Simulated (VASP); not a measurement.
Write the native input for VASP 6.6.1 that does the following.

```yaml
Task: single point
Functional: r2SCAN
Potentials_or_basis: VASP PAW PBE potentials, release 64 (Ti_sv, Al)
Cutoff: 520 eV
k_mesh: 10 × 10 × 3
Occupations: fermi-dirac, width 0.05 eV
Spin: no spin polarisation
Dipole_correction: no
Further_INCAR_settings: ALGO = Normal; EDIFF = 1e-06; NBANDS = 28
```

Crystal: Ti3Al.

```
Ti Al
1.0
     2.92754    0.00000    0.00000
    -1.46377    2.53533    0.00000
     0.00000    0.00000    9.22636
Ti Al
3 1
Direct
  0.33333 0.66667 0.24941
  0.33333 0.66667 0.75059
  0.66667 0.33333 0.00000
  0.66667 0.33333 0.50000
```

These files were run (other wordings do the same):

POSCAR

```
Ti3Al
1.0
    2.9275422229      0.0000000000      0.0000000000
   -1.4637711114      2.5353259357      0.0000000000
    0.0000000000      0.0000000000      9.2263620000
Ti Al
3 1
Direct
    0.3333333333      0.6666666667      0.2494060000
    0.3333333333      0.6666666667      0.7505940000
    0.6666666667      0.3333333333      0.0000000000
    0.6666666667      0.3333333333      0.5000000000
```

INCAR.step1

```
ALGO = Normal
EDIFF = 1E-4
ENCUT = 520
GGA = PE
ISMEAR = -1
LASPH = True
LCHARG = False
LREAL = False
LWAVE = True
NBANDS = 28
NELM = 100
PREC = Accurate
SIGMA = 0.05
```

INCAR.step2

```
ALGO = Normal
EDIFF = 1E-6
ENCUT = 520
ISIF = 2
ISMEAR = -1
ISTART = 1
LASPH = True
LCHARG = True
LELF = True
LMIXTAU = True
LREAL = False
LVHAR = True
LWAVE = False
METAGGA = R2SCAN
NBANDS = 28
NELM = 100
PREC = Accurate
SIGMA = 0.05
```

KPOINTS

```
k-points
0
Gamma
  10 10 3
```

Potentials or basis: VASP PAW PBE potentials, release 64 (Ti_sv, Al).

Command:

```console
$ cat potpaw_PBE.64/Ti_sv/POTCAR potpaw_PBE.64/Al/POTCAR > POTCAR
$ cp INCAR.step1 INCAR
$ mpirun -np 1 vasp_std > vasp.out
$ cp INCAR.step2 INCAR
$ mpirun -np 1 vasp_std > vasp.out
```

Results of the run:

```yaml
Pressure: -0.6 GPa
Largest_force: 0.012 eV/Å
```

Caveat: the PAW data sets were made with another functional, which shifts forces and pressure a little.

Run time: 110 s on 1 thread of Intel(R) Xeon(R) 6975P-C (Granite Rapids) (shared host), peak memory 0.22 GiB.
